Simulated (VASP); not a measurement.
# P (Cmce) in VASP: a series of runs, part 2 of 2

VASP 6.6.1.

### 4 Single point, PBE

This run uses another cell than the first one, of 21.30 Å³/atom.

The input, INCAR:

```
PREC = Accurate
ENCUT = 520
EDIFF = 1E-6
ISMEAR = -1
SIGMA = 0.05
LREAL = False
LASPH = True
NELM = 100
ALGO = Normal
ISIF = 2
LWAVE = False
LCHARG = True
GGA = PE
LELF = True
LVHAR = True
NBANDS = 18
```

The input, KPOINTS:

```
regular mesh
0
Gamma
  8 8 6
```

The input, POSCAR:

```
P
1.0
    1.6560789589     -5.6393418608      0.0000000000
    1.6560789589      5.6393418608      0.0000000000
    0.0000000000      0.0000000000      4.5619686933
P
4
Direct
    0.9059626393      0.0940373607      0.5864863030
    0.0940373607      0.9059626393      0.4135136970
    0.5940373607      0.4059626393      0.0864863030
    0.4059626393      0.5940373607      0.9135136970
```

Potentials or basis: VASP PAW PBE potentials, release 64 (P).

The run is started by

```bash
$ cat potpaw_PBE.64/P/POTCAR > POTCAR
$ mpirun -np 1 vasp_std > vasp.out
```

OUTCAR:

```text
PREC = Accurate
   ENCUT = 520
   EDIFF = 1E-6
   ISMEAR = -1
   LREAL = False
   LASPH = True
   NELM = 100
   ISIF = 2
   GGA = PE

 ion  position               nearest neighbor table
   1  0.906  0.094  0.586-   4 2.23   4 2.23   2 2.26
   2  0.094  0.906  0.414-   3 2.23   3 2.23   1 2.26
   3  0.594  0.406  0.086-   2 2.23   2 2.23   4 2.26
   4  0.406  0.594  0.914-   1 2.23   1 2.23   3 2.26

  LATTYP: Found a base centered orthorhombic cell.
 ALAT       =     3.3121579178
 B/A-ratio  =     3.4052373110
 C/A-ratio  =     1.3773403342

  Lattice vectors:

 A1 = (   1.6560789589,  -5.6393418608,   0.0000000000)
 A2 = (   1.6560789589,   5.6393418608,   0.0000000000)
 A3 = (   0.0000000000,   0.0000000000,   4.5619686933)

Analysis of symmetry for initial positions (statically):
=====================================================================
 Subroutine PRICEL returns:
 Original cell was already a primitive cell.

 Routine SETGRP: Setting up the symmetry group for a
 base centered orthorhombic supercell.

 Subroutine GETGRP returns: Found  8 space group operations
 (whereof  4 operations were pure point group operations)
 out of a pool of  8 trial point group operations.

The static configuration has the point symmetry C_2h.
 The point group associated with its full space group is D_2h.

Analysis of symmetry for dynamics (positions and initial velocities):
=====================================================================
 Subroutine PRICEL returns:
 Original cell was already a primitive cell.

 Routine SETGRP: Setting up the symmetry group for a
 base centered orthorhombic supercell.

 Subroutine GETGRP returns: Found  8 space group operations
[... 117 lines left out ...]
   TEBEG  =    0.0;   TEEND  =   0.0 temperature during run
   PSTRESS=    0.0 pullay stress
   NELECT =      20.0000    total number of electrons
   NUPDOWN=      -1.0000    fix difference up-down
   EMIN   =  10.00;   EMAX   =-10.00  energy-range for DOS
   EFERMI =   0.00;   METHOD = LEGACY
   ISMEAR =    -1;   SIGMA  =   0.05  broadening in eV -4-tet -1-fermi 0-gaus
   EFERMI_NEDOS =   21; number of points for ismear=-14 and -15
   IALGO  =     38    algorithm
   IMIX   =      4    mixing-type and parameters
     AMIX     =   0.40;   BMIX     =  1.00
     AMIX_MAG =   1.60;   BMIX_MAG =  1.00
  volume/ion in A,a.u.               =      21.30       143.76
  Fermi-wavevector in a.u.,A,eV,Ry     =   1.009844  1.908328 13.875013  1.019785
  Thomas-Fermi vector in A             =   2.142797
   LORBIT       =      0    0 simple, 1 ext, 2 COOP (PROOUT), +10 PAW based schemes
   GGA     = PE    functional components
   LHFCALC =     F    Hartree Fock is set to
   AEXX    =    0.0000 exact exchange contribution
   IVDW    =     0    specifies the selected vdW correction
   LEPSILON=     F    determine dielectric tensor
   LRPA    =     F    only Hartree local field effects (RPA)
 non-spin polarized calculation
  energy-cutoff  :      520.00
  volume of cell :       85.21
 maximum number of plane-waves:      2309
 NGX is ok and might be reduce to    48
   NGX = 21   NGY = 21   NGZ = 17

 number of electron      19.9999999 magnetization

 Free energy of the ion-electron system (eV)
  ---------------------------------------------------
  ext. energy  EPLUGINS =         0.00000000
  ---------------------------------------------------
  free energy    TOTEN  =       -21.50582039 eV

  energy without entropy =      -21.50550462  energy(sigma->0) =      -21.50566250

 E-fermi :   5.4060     XC(G=0):  -9.2260

 val. band max:        5.3258036739   @ k =   0.5000   0.5000   0.0000
 cond. band min:       5.4793661093   @ k =   0.5000   0.5000   0.0000
 fundamental gap:      0.1535624355
 Fermi energy:         5.4060347980

 k-point     1 :       0.0000    0.0000    0.0000
  band No.  band energies     occupation
      1     -10.1318      2.00000
      2      -7.4745      2.00000
      3      -4.2577      2.00000
      4      -1.1261      2.00000
      5       0.3588      2.00000
      6       0.5909      2.00000
[... 481 lines left out ...]
      5      -0.6442      2.00000
      6      -0.2194      2.00000
[... 10 lines left out ...]
     17      11.0277      0.00000
     18      12.1169      0.00000

 [... further k-points ...]
[... 5 lines left out ...]
  --------------------------------------------------------------------------------------
  -------------------------------------------------------------------------------------
  Total       -0.1818736     -0.1382142     -0.1698225      0.0000000     -0.0000000      0.0000000
  in kB       -3.4197044     -2.5987925     -3.1931106      0.0000000     -0.0000000      0.0000000
  external PRESSURE =      -3.0705358 kB  Pullay stress =       0.0000000 kB

 VOLUME and BASIS-vectors are now :
 -----------------------------------------------------------------------------
  energy-cutoff  :      520.00
  volume of cell :       85.21
      direct lattice vectors                 reciprocal lattice vectors
     1.656078959 -5.639341861  0.000000000     0.301917972 -0.088662828  0.000000000
     1.656078959  5.639341861  0.000000000     0.301917972  0.088662828  0.000000000
     0.000000000  0.000000000  4.561968693     0.000000000  0.000000000  0.219203609

 POSITION                                       TOTAL-FORCE (eV/Angst)
 -----------------------------------------------------------------------------------
      1.65608     -4.57872      2.67553         0.000000     -0.034038      0.033215
      1.65608      4.57872      1.88644         0.000000      0.034038     -0.033215
      1.65608     -1.06062      0.39455         0.000000      0.034038      0.033215
      1.65608      1.06062      4.16742         0.000000     -0.034038     -0.033215
 -----------------------------------------------------------------------------------
    total drift:                               -0.000000     -0.000000      0.000000

  FREE ENERGIE OF THE ION-ELECTRON SYSTEM (eV)
  ---------------------------------------------------
  free  energy   TOTEN  =       -21.5058203856 eV

  energy  without entropy=      -21.5055046209  energy(sigma->0) =      -21.50566250
```

OSZICAR:

```text
N       E                     dE             d eps       ncg     rms          rms(c)
DAV:   1     0.655771423998E+02    0.65577E+02   -0.82172E+03  3024   0.934E+02
DAV:   2    -0.172904897228E+02   -0.82868E+02   -0.79474E+02  4022   0.155E+02
DAV:   3    -0.216092768099E+02   -0.43188E+01   -0.42900E+01  3966   0.363E+01
DAV:   4    -0.216611884428E+02   -0.51912E-01   -0.51869E-01  4012   0.468E+00
DAV:   5    -0.216622467862E+02   -0.10583E-02   -0.10582E-02  3906   0.638E-01    0.998E+00
DAV:   6    -0.215514236145E+02    0.11082E+00   -0.58261E-02  3622   0.123E+00    0.592E+00
DAV:   7    -0.215053052758E+02    0.46118E-01   -0.10669E-01  3590   0.171E+00    0.267E-01
DAV:   8    -0.215056461495E+02   -0.34087E-03   -0.10301E-02  3390   0.570E-01    0.136E-01
DAV:   9    -0.215057568422E+02   -0.11069E-03   -0.42246E-04  4042   0.122E-01    0.792E-02
DAV:  10    -0.215058052692E+02   -0.48427E-04   -0.59981E-05  3668   0.415E-02    0.335E-02
DAV:  11    -0.215058196162E+02   -0.14347E-04   -0.18656E-05  3576   0.281E-02    0.890E-03
DAV:  12    -0.215058203856E+02   -0.76939E-06   -0.78158E-07  2462   0.525E-03
   1 F= -.21505820E+02 E0= -.21505663E+02  d E =-.315765E-03
```

stdout:

```text
POSCAR found type information on POSCAR P
 POSCAR found :  1 types and       4 ions
 scaLAPACK will be used
 LDA part: xc-table for (Slater+PW92), standard interpolation
 POSCAR, INCAR and KPOINTS ok, starting setup
 FFT: planning ... GRIDC
 FFT: planning ... GRID_SOFT
 FFT: planning ... GRID
 WAVECAR not read
 entering main loop
```

Run time: 1.7 min. Hardware: 1 thread of AMD EPYC 9R45 (Zen 5), shared host; peak memory 0.27 GiB.

Results:

```yaml
Free_energy: -21.5058 eV
Pressure: -0.3 GPa
Largest_force: 0.048 eV/Å
Band_gap_on_the_k_mesh: 0.15 eV
```

Forces on the atoms (eV/Å):
```
P    0.000 -0.034  0.033
P    0.000  0.034 -0.033
P    0.000  0.034  0.033
P    0.000 -0.034 -0.033
```

A k mesh can miss the band edges.

### 5 Single point, PBE

This run uses another cell than the first one, of 21.32 Å³/atom.

The input, INCAR:

```
ALGO = Normal ; EDIFF = 1E-6
ENCUT = 520 ; GGA = PE
ISIF = 2 ; ISMEAR = -1
LASPH = T ; LCHARG = F
LREAL = F ; LWAVE = F
NBANDS = 18 ; NELM = 60
PREC = Accurate ; SIGMA = 0.05
```

The input, KPOINTS:

```
k-points
0
Gamma
  8 8 6
```

The input, POSCAR:

```
P
1.0
    1.6556852234     -5.6446027182      0.0000000000
    1.6556852234      5.6446027182      0.0000000000
    0.0000000000      0.0000000000      4.5627396208
P
4
Direct
    0.9060957649      0.0939042351      0.5866121449
    0.0939042351      0.9060957649      0.4133878551
    0.5939042351      0.4060957649      0.0866121449
    0.4060957649      0.5939042351      0.9133878551
```

The run is started by

```bash
$ cat potpaw_PBE.64/P/POTCAR > POTCAR
$ mpirun -np 1 vasp_std > vasp.out
```

Run time: 99 s. Hardware: 1 thread of AMD EPYC 9R45 (Zen 5), shared host; peak memory 0.27 GiB.

The run converged. Its results:

```yaml
Free_energy: -21.5060 eV
Pressure: -0.3 GPa
Largest_force: 0.037 eV/Å
Band_gap_on_the_k_mesh: 0.16 eV
```

Forces in eV/Å, atoms in the order of the input:
```
P    0.000 -0.029  0.024
P    0.000  0.029 -0.024
P    0.000  0.029  0.024
P    0.000 -0.029 -0.024
```

Levels at points of the mesh, in eV from the valence-band top:
| k point | band 8 | band 9 | band 10 | band 11 | band 12 | band 13 |
| --- | --- | --- | --- | --- | --- | --- |
| (0.00, 0.00, 0.00) | -2.59 | -2.28 | -0.98 | 0.76 | 1.23 | 2.11 |
| (0.50, 0.00, 0.00) | -3.21 | -2.47 | -2.47 | 0.79 | 0.79 | 1.57 |
| (0.50, 0.50, 0.00) | -2.16 | -1.59 | 0.00 | 0.16 | 1.05 | 2.27 |
| (0.00, 0.00, 0.50) | -2.99 | -1.51 | -1.51 | 1.59 | 1.59 | 3.00 |
| (0.50, 0.00, 0.50) | -5.15 | -1.69 | -1.69 | 1.83 | 1.83 | 3.51 |
| (0.50, 0.50, 0.50) | -2.77 | -1.78 | -1.78 | 1.57 | 1.57 | 2.59 |

A k mesh can miss the band edges.

### 6 Single point, PBE

The input, INCAR:

```
PREC = Accurate
ENCUT = 520
EDIFF = 1E-7
ISMEAR = -1
SIGMA = 0.05
LREAL = F
LASPH = T
NELM = 60
ALGO = Normal
ISIF = 2
LWAVE = F
LCHARG = T
GGA = PE
LELF = T
LVHAR = T
NBANDS = 18
```

The input, KPOINTS:

```
Automatic mesh
0
Gamma
  8 8 6
```

The input, POSCAR:

```
P
1.0
    1.6561386650     -5.6399000076      0.0000000000
    1.6561386650      5.6399000076      0.0000000000
    0.0000000000      0.0000000000      4.5582975651
P
4
Direct
    0.9058701169      0.0941298831      0.5862461150
    0.0941298831      0.9058701169      0.4137538850
    0.5941298831      0.4058701169      0.0862461150
    0.4058701169      0.5941298831      0.9137538850
```

Potentials or basis: VASP PAW PBE potentials, release 64 (P).

The run is started by

```bash
$ cat potpaw_PBE.64/P/POTCAR > POTCAR
$ mpirun -np 1 vasp_std > vasp.out
```

Run time: 2 min. Hardware: 1 thread of AMD EPYC 9R45 (Zen 5), shared host; peak memory 0.27 GiB.

The run converged. Its results:

```
Free energy            : -21.5056 eV
Pressure               : -0.4 GPa
Largest force          : 0.062 eV/Å
Band gap on the k mesh : 0.14 eV
```

Forces on the atoms (eV/Å):
```
P    0.000 -0.045  0.042
P    0.000  0.045 -0.042
P    0.000  0.045  0.042
P    0.000 -0.045 -0.042
```

Levels at points of the mesh, in eV from the valence-band top:
| k point | band 7 | band 8 | band 9 | band 10 | band 11 | band 12 | band 13 | band 14 |
| --- | --- | --- | --- | --- | --- | --- | --- | --- |
| (0.00, 0.00, 0.00) | -3.78 | -2.60 | -2.28 | -0.99 | 0.76 | 1.24 | 2.11 | 2.91 |
| (0.50, 0.00, 0.00) | -3.21 | -3.21 | -2.48 | -2.48 | 0.78 | 0.78 | 1.55 | 1.55 |
| (0.50, 0.50, 0.00) | -3.86 | -2.16 | -1.60 | 0.00 | 0.14 | 1.05 | 2.27 | 2.83 |
| (0.00, 0.00, 0.50) | -2.99 | -2.99 | -1.50 | -1.50 | 1.59 | 1.59 | 2.99 | 2.99 |
| (0.50, 0.00, 0.50) | -5.16 | -5.16 | -1.70 | -1.70 | 1.83 | 1.83 | 3.52 | 3.52 |
| (0.50, 0.50, 0.50) | -2.77 | -2.77 | -1.77 | -1.77 | 1.56 | 1.56 | 2.58 | 2.58 |

A k mesh can miss the band edges.

### 7 Summary

```csv
cell,gap on the mesh (eV),pressure (GPa),largest force (eV/Å)
"a = 5.869, b = 5.869, c = 4.559 Å, angles 90.0, 90.0, 147.2°, 4 atoms, atomic positions A",0.14,-0.3,0.05
"a = 5.866, b = 5.866, c = 4.558 Å, angles 90.0, 90.0, 147.2°, 4 atoms, atomic positions B",0.13,-0.4,0.06
"a = 5.877, b = 5.877, c = 4.562 Å, angles 90.0, 90.0, 147.3°, 4 atoms, atomic positions C",0.15,-0.3,0.05
"a = 5.882, b = 5.882, c = 4.563 Å, angles 90.0, 90.0, 147.3°, 4 atoms, atomic positions D",0.16,-0.3,0.04
"a = 5.878, b = 5.878, c = 4.558 Å, angles 90.0, 90.0, 147.3°, 4 atoms, atomic positions E",0.14,-0.4,0.06
```

Alike in all rows: task single point; level PBE; potentials or basis VASP PAW PBE potentials, release 64 (P); no spin polarisation; k mesh 8 × 8 × 6; cutoff (eV) 520; smearing fermi-dirac 0.05 eV.

Absolute energies hang on the potentials; compare differences alone.
